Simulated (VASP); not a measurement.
Input of a VASP 6.6.1 run:

File INCAR:

```
SYSTEM = Bi
ALGO     = Normal         ! electronic algorithm
EDIFF    = 1E-7           ! SCF threshold, eV
ENCUT    = 520            ! plane-wave cutoff, eV
GGA      = RE             ! functional
ISIF     = 2              ! what is computed and relaxed
ISMEAR   = -1             ! smearing method
LASPH    = .True.         ! aspherical terms in the spheres
LCHARG   = .False.        ! write CHGCAR
LREAL    = .False.        ! projectors in reciprocal space
LWAVE    = .False.        ! write WAVECAR
NBANDS   = 14             ! bands
NELM     = 80             ! most SCF steps
PREC     = Accurate       ! precision mode
SIGMA    = 0.1            ! smearing width, eV
```

The input KPOINTS:

```
k-points
0
Gamma
  12 12 12
  0 0 0
```

File POSCAR:

```
Bi
1.0
   -2.0837181804      2.0837181804      2.0837181804
    2.0837181804     -2.0837181804      2.0837181804
    2.0837181804      2.0837181804     -2.0837181804
Bi
1
Direct
    0.0000000000      0.0000000000      0.0000000000
```

Potentials or basis: VASP PAW PBE potentials, release 64 (Bi_d).

Launch:

```sh
$ cat potpaw_PBE.64/Bi_d/POTCAR > POTCAR
$ mpirun -np 1 vasp_std > vasp.out
```

Task: Estimate the pressure.

Result: -4.4 GPa.

Caveat: the PAW data sets were made with another functional, which shifts forces and pressure a little.
